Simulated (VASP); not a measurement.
# Ca2CO3 in VASP: single point with PBE

Aim: the single point of Ca2CO3 with PBE.

Program: VASP 6.6.1. These are calculated values, not measurements. Logs are shortened: lines on timing, memory, paths and dates and some standing lists are left out, and cuts for length are marked.

### Step 1. The cell of the first run

The cell holds a slab with vacuum, 6 atoms: a = 3.416 Å, b = 3.416 Å, c = 20.942 Å, α = 90.00°, β = 90.00°, γ = 120.00°.

### Step 2. Single point, PBE

File INCAR:

```
PREC     = Accurate       # precision mode
ENCUT    = 1000           # plane-wave cutoff, eV
EDIFF    = 1E-6           # SCF threshold, eV
ISMEAR   = 0              # smearing method
SIGMA    = 0.05           # smearing width, eV
LREAL    = False          # projectors in reciprocal space
LASPH    = True           # aspherical terms in the spheres
NELM     = 120            # most SCF steps
ALGO     = Normal         # electronic algorithm
ISIF     = 2              # what is computed and relaxed
LWAVE    = False          # write WAVECAR
LCHARG   = False          # write CHGCAR
LDIPOL   = True         
IDIPOL   = 3            
DIPOL    = 0.5 0.5 0.375
GGA      = PE             # functional
NBANDS   = 30             # bands
GGA_COMPAT= False        
NELMDL   = -8
```

File KPOINTS:

```
regular mesh
0
Gamma
  9 9 1
```

File POSCAR:

```
Ca2CO3
1.0
    3.4159757625      0.0000000000      0.0000000000
   -1.7079878813      2.9583217891      0.0000000000
    0.0000000000      0.0000000000     20.9417418578
O Ca C
3 2 1
Direct
    0.3333333333      0.6666666667      0.1910060790
    0.0000000000      0.0000000000      0.3481585139
    0.8333333333      1.0000000000      0.5554363571
    0.6666666667      0.3333333333      0.2575987376
    0.3333333333      0.6666666667      0.3959432751
    0.8333333333      1.0000000000      0.5002472371
```

Potentials or basis: VASP PAW PBE potentials, release 64 (O_h, Ca_sv, C_h).

On the command line:

```bash
$ cat potpaw_PBE.64/O_h/POTCAR potpaw_PBE.64/Ca_sv/POTCAR potpaw_PBE.64/C_h/POTCAR > POTCAR
$ mpirun -np 1 vasp_std > vasp.out
```

OUTCAR:

```text
PREC = Accurate
   ENCUT = 1000
   EDIFF = 1E-6
   ISMEAR = 0
   LREAL = False
   LASPH = True
   NELM = 120
   ISIF = 2
   GGA = PE
   NELMDL = -8

 ion  position               nearest neighbor table
   1  0.333  0.667  0.191-
   2  0.000  0.000  0.348-   5 2.21   5 2.21   5 2.21
   3  0.833  0.000  0.555-   6 1.16
   4  0.667  0.333  0.258-
   5  0.333  0.667  0.396-   2 2.21   2 2.21   2 2.21
   6  0.833  0.000  0.500-   3 1.16

  LATTYP: Found a hexagonal cell.
 ALAT       =     3.4159757625
 C/A-ratio  =     6.1305299902

  Lattice vectors:

 A1 = (   3.4159757625,   0.0000000000,   0.0000000000)
 A2 = (  -1.7079878813,   2.9583217891,   0.0000000000)
 A3 = (   0.0000000000,   0.0000000000,  20.9417418578)

Analysis of symmetry for initial positions (statically):
=====================================================================
 Subroutine PRICEL returns:
 Original cell was already a primitive cell.

 Routine SETGRP: Setting up the symmetry group for a
 hexagonal supercell.

 Subroutine GETGRP returns: Found  1 space group operations
 (whereof  1 operations were pure point group operations)
 out of a pool of 24 trial point group operations.

The static configuration has the point symmetry C_1 .

Analysis of symmetry for dynamics (positions and initial velocities):
=====================================================================
 Subroutine PRICEL returns:
 Original cell was already a primitive cell.

 Routine SETGRP: Setting up the symmetry group for a
 hexagonal supercell.

 Subroutine GETGRP returns: Found  1 space group operations
 (whereof  1 operations were pure point group operations)
 out of a pool of 24 trial point group operations.

The dynamic configuration has the point symmetry C_1 .

 Subroutine INISYM returns: Found  1 space group operations
 (whereof  1 operations are pure point group operations),
 and found     1 'primitive' translations

----------------------------------------------------------------------------------------

                                     Primitive cell

  volume of cell :     211.6279

  direct lattice vectors                    reciprocal lattice vectors
     3.415975763  0.000000000  0.000000000     0.292742124  0.169014744  0.000000000
    -1.707987881  2.958321789  0.000000000     0.000000000  0.338029488  0.000000000
     0.000000000  0.000000000 20.941741858     0.000000000  0.000000000  0.047751520

  length of vectors
     3.415975763  3.415975763 20.941741858     0.338029488  0.338029488  0.047751520

  position of ions in fractional coordinates (direct lattice)
     0.333333333  0.666666667  0.191006079
     0.000000000  0.000000000  0.348158514
     0.833333333  0.000000000  0.555436357
     0.666666667  0.333333333  0.257598738
     0.333333333  0.666666667  0.395943275
     0.833333333  0.000000000  0.500247237

  ion indices of the primitive-cell ions
   primitive index   ion index
                 1           1
                 2           2
                 3           3
                 4           4
                 5           5
                 6           6

----------------------------------------------------------------------------------------

 KPOINTS: regular mesh

Automatic generation of k-mesh.
 Grid dimensions read from file:
 generate k-points for:    9    9    1

 Generating k-lattice:

  Cartesian coordinates                     Fractional coordinates (reciprocal lattice)
     0.032526903  0.018779416  0.000000000     0.111111111  0.000000000  0.000000000
     0.000000000  0.037558832  0.000000000     0.000000000  0.111111111  0.000000000
     0.000000000  0.000000000  0.047751520     0.000000000  0.000000000  1.000000000

  Length of vectors
     0.037558832  0.037558832  0.047751520

  Shift w.r.t. Gamma in fractional coordinates (k-lattice)
     0.000000000  0.000000000  0.000000000

 Subroutine IBZKPT returns following result:
 ===========================================

 Found     41 irreducible k-points:

 Following reciprocal coordinates:
            Coordinates               Weight
  0.000000  0.000000  0.000000      1.000000
  0.111111  0.000000  0.000000      2.000000
  0.000000  0.111111  0.000000      2.000000
 -0.111111  0.111111  0.000000      2.000000
  0.222222  0.000000  0.000000      2.000000
  0.000000  0.222222  0.000000      2.000000
[... 16 lines left out ...]
  0.333333  0.111111  0.000000      2.000000
 -0.111111  0.444444  0.000000      2.000000
 [... further k-points ...]
   k-points           NKPTS =     41   k-points in BZ     NKDIM =     41   number of bands    NBANDS=     30
   number of dos      NEDOS =    301   number of ions     NIONS =      6
   total plane-waves  NPLWV = 279936
   dimension x,y,z NGX =    36 NGY =   36 NGZ =  216
   dimension x,y,z NGXF=    72 NGYF=   72 NGZF=  432
   ions per type =               3   2   1
   NGX,Y,Z   is equivalent  to a cutoff of  17.52, 17.52, 17.15 a.u.
   NGXF,Y,Z  is equivalent  to a cutoff of  35.04, 35.04, 34.29 a.u.
 SYSTEM =  unknown system
   PREC   = accura    normal or accurate (medium, high low for compatibility)
   ISTART =      0    job   : 0-new  1-cont  2-samecut
   ICHARG =      2    charge: 1-file 2-atom 10-const
   ISPIN  =      1    spin polarized calculation?
   LNONCOLLINEAR =      F non collinear calculations
   LSORBIT =      F    spin-orbit coupling
   LASPH  =      T    aspherical Exc in radial PAW
   ENCUT  = 1000.0 eV  73.50 Ry    8.57 a.u.   8.81  8.81 54.00*2*pi/ulx,y,z
   NELM   =    120;   NELMIN=  2; NELMDL= -8     # of ELM steps
   EDIFF  = 0.1E-05   stopping-criterion for ELM
   LREAL  =      F    real-space projection
[... 7 lines left out ...]
   TEBEG  =    0.0;   TEEND  =   0.0 temperature during run
   PSTRESS=    0.0 pullay stress
   NELECT =      42.0000    total number of electrons
   NUPDOWN=      -1.0000    fix difference up-down
   EMIN   =  10.00;   EMAX   =-10.00  energy-range for DOS
   EFERMI =   0.00;   METHOD = LEGACY
   ISMEAR =     0;   SIGMA  =   0.05  broadening in eV -4-tet -1-fermi 0-gaus
   EFERMI_NEDOS =   21; number of points for ismear=-14 and -15
   IALGO  =     38    algorithm
   IMIX   =      4    mixing-type and parameters
     AMIX     =   0.40;   BMIX     =  1.00
     AMIX_MAG =   1.60;   BMIX_MAG =  1.00
  volume/ion in A,a.u.               =      35.27       238.02
  Fermi-wavevector in a.u.,A,eV,Ry     =   0.954920  1.804537 12.406771  0.911872
  Thomas-Fermi vector in A             =   2.083710
   LORBIT       =      0    0 simple, 1 ext, 2 COOP (PROOUT), +10 PAW based schemes
   GGA     = PE    functional components
   LHFCALC =     F    Hartree Fock is set to
   AEXX    =    0.0000 exact exchange contribution
   IVDW    =     0    specifies the selected vdW correction
   LEPSILON=     F    determine dielectric tensor
   LRPA    =     F    only Hartree local field effects (RPA)
 non-spin polarized calculation
 Gauss-broadening in eV      SIGMA  =   0.05
  energy-cutoff  :     1000.00
  volume of cell :      211.63
 maximum number of plane-waves:     15214
   NGX = 17   NGY = 17   NGZ =107

 dipolmoment           0.000000      0.000000      0.031184 electrons x Angstroem

 number of electron      42.0000005 magnetization

 dipolmoment           0.000000      0.000000     -0.248782 electrons x Angstroem

 Free energy of the ion-electron system (eV)
  ---------------------------------------------------
  ext. energy  EPLUGINS =         0.00000000
  ---------------------------------------------------
  free energy    TOTEN  =       -36.26943353 eV

  energy without entropy =      -36.25787331  energy(sigma->0) =      -36.26365342

 E-fermi :  -2.7738     XC(G=0):  -4.6480

 val. band max:       -2.7745770835   @ k =  -0.1111   0.4444   0.0000
 cond. band min:      -2.7456871807   @ k =   0.1111   0.1111   0.0000
 fundamental gap:      0.0288899028
 Fermi energy:        -2.7738268077

 k-point     1 :       0.0000    0.0000    0.0000
  band No.  band energies     occupation
      1     -43.1687      2.00000
      2     -41.9714      2.00000
      3     -27.3744      2.00000
      4     -24.5703      2.00000
      5     -24.0435      2.00000
      6     -24.0316      2.00000
[... 22 lines left out ...]
     29       1.9848      0.00000
     30       2.8630      0.00000

 k-point     2 :       0.1111    0.0000    0.0000
  band No.  band energies     occupation
      1     -43.1607      2.00000
      2     -41.9648      2.00000
      3     -27.3621      2.00000
      4     -24.5642      2.00000
      5     -24.1164      2.00000
      6     -24.0571      2.00000
[... 22 lines left out ...]
     29       2.1468      0.00000
     30       2.8946      0.00000

 k-point     3 :       0.0000    0.1111    0.0000
  band No.  band energies     occupation
      1     -43.1607      2.00000
      2     -41.9648      2.00000
      3     -27.3622      2.00000
      4     -24.5654      2.00000
      5     -24.1211      2.00000
      6     -24.0510      2.00000
[... 22 lines left out ...]
     29       2.1394      0.00000
     30       3.0049      0.00000

 k-point     4 :      -0.1111    0.1111    0.0000
  band No.  band energies     occupation
      1     -43.1607      2.00000
      2     -41.9648      2.00000
      3     -27.3623      2.00000
      4     -24.5661      2.00000
      5     -24.1242      2.00000
      6     -24.0467      2.00000
[... 22 lines left out ...]
     29       2.0528      0.00000
     30       2.8650      0.00000

 k-point     5 :       0.2222    0.0000    0.0000
  band No.  band energies     occupation
      1     -43.1404      2.00000
      2     -41.9480      2.00000
      3     -27.3309      2.00000
      4     -24.5972      2.00000
      5     -24.2613      2.00000
      6     -24.0933      2.00000
[... 22 lines left out ...]
     29       2.5590      0.00000
     30       2.9838      0.00000
[... 526 lines left out ...]
     29       3.0155      0.00000
     30       3.2623      0.00000

 k-point    22 :       0.3333   -0.1111    0.0000
  band No.  band energies     occupation
      1     -43.1249      2.00000
      2     -41.9351      2.00000
      3     -27.3070      2.00000
      4     -24.6748      2.00000
      5     -24.2859      2.00000
      6     -24.1433      2.00000
[... 22 lines left out ...]
     29       3.0512      0.00000
     30       3.1781      0.00000

 k-point    23 :       0.3333    0.1111    0.0000
  band No.  band energies     occupation
      1     -43.1056      2.00000
      2     -41.9193      2.00000
      3     -27.2771      2.00000
      4     -24.8128      2.00000
      5     -24.2714      2.00000
      6     -24.1925      2.00000
[... 22 lines left out ...]
     29       3.3049      0.00000
     30       3.7233      0.00000

 k-point    24 :      -0.1111    0.4444    0.0000
  band No.  band energies     occupation
      1     -43.1057      2.00000
      2     -41.9193      2.00000
      3     -27.2775      2.00000
      4     -24.8199      2.00000
      5     -24.2715      2.00000
      6     -24.1846      2.00000
[... 22 lines left out ...]
     29       3.1982      0.00000
     30       3.7296      0.00000

 [... further k-points ...]

------------------------ aborting loop because EDIFF is reached ----------------------------------------

 vacuum level on the upper side and lower side of the slab       (xc-potential included)        -2.342         2.038

  FORCE on cell =-STRESS in cart. coord.  units (eV):
  Direction    XX          YY          ZZ          XY          YZ          ZX
  --------------------------------------------------------------------------------------
  -------------------------------------------------------------------------------------
  Total        1.1421891      1.0806808     -4.0397245     -0.0894434      0.2366781      0.0715713
  in kB        8.6472022      8.1815397    -30.5836513     -0.6771517      1.7918250      0.5418467
  external PRESSURE =      -4.5849698 kB  Pullay stress =       0.0000000 kB

 VOLUME and BASIS-vectors are now :
 -----------------------------------------------------------------------------
  energy-cutoff  :     1000.00
  volume of cell :      211.63
      direct lattice vectors                 reciprocal lattice vectors
     3.415975763  0.000000000  0.000000000     0.292742124  0.169014744  0.000000000
    -1.707987881  2.958321789  0.000000000     0.000000000  0.338029488  0.000000000
     0.000000000  0.000000000 20.941741858     0.000000000  0.000000000  0.047751520

 POSITION                                       TOTAL-FORCE (eV/Angst)
 -----------------------------------------------------------------------------------
     -0.00000      1.97221      4.00000         0.001338     -0.000475      3.018916
      0.00000      0.00000      7.29105         0.067184     -0.022447     -0.568758
      2.84665      0.00000     11.63180         0.091106      0.046786      0.045893
      1.70799      0.98611      5.39457        -0.000705      0.000668     -2.848911
     -0.00000      1.97221      8.29174        -0.084843     -0.051096      0.384281
      2.84665      0.00000     10.47605        -0.074081      0.026564     -0.031421
 -----------------------------------------------------------------------------------
    total drift:                                0.000011     -0.000021      0.000736

  FREE ENERGIE OF THE ION-ELECTRON SYSTEM (eV)
  ---------------------------------------------------
  free  energy   TOTEN  =       -36.2694335325 eV

  energy  without entropy=      -36.2578733069  energy(sigma->0) =      -36.26365342

 vacuum level on the upper side and lower side of the slab         2.067         6.531
```

Run time: 27 min. Hardware: 1 thread of Intel Xeon Platinum 8488C (Sapphire Rapids), shared host; peak memory 0.99 GiB.

What came out:

| Property | Result |
| --- | --- |
| Free energy | -36.2694 eV |
| Largest force | 3.019 eV/Å |
| Band gap on the k mesh | zero (bands 21 and 22 overlap by 0.20 eV) |

Forces in eV/Å, atoms in the order of the input:
```
O    0.001  0.000  3.019
O    0.067 -0.022 -0.569
O    0.091  0.047  0.046
Ca  -0.001  0.001 -2.849
Ca  -0.085 -0.051  0.384
C   -0.074  0.027 -0.031
```

The gap in the log of VASP goes by the Fermi energy; the results here count the filled bands.